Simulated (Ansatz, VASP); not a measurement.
Two plane-wave programs on CsCl

```
Cs Cl
1.0
     4.38686    0.00000    0.00000
     0.00000    4.38686    0.00000
     0.00000    0.00000    4.38686
Cs Cl
1 1
Direct
  0.00000 0.00000 0.00000
  0.50000 0.50000 0.50000
```

Alike in both runs: functional RPBE; k mesh 6 × 6 × 6; no spin polarisation.

Ansatz relaxed the structure, and its values are those at the end. VASP's run is a single point on that final structure, the one shown.

|  | VASP | Ansatz |
| --- | --- | --- |
| version | VASP 6.6.1 | Ansatz 0.2.0 |
| potentials or method | VASP PAW PBE potentials, release 64 (Cs_sv, Cl) | PAW with Ansatz's default frozen-core files, scalar-relativistic |
| plane-wave cutoff (eV) | 500 | 420 |
| occupations | gaussian, width 0.01 eV | fixed |
| valence electrons in the cell | 16 | 16 |

|  | VASP | Ansatz | Ansatz less VASP |
| --- | --- | --- | --- |
| pressure (GPa) | 0.0 | 0.0 | +0.01 |

VASP's potentials were made for PBE, not for RPBE.

Neither program's run includes spin-orbit coupling.
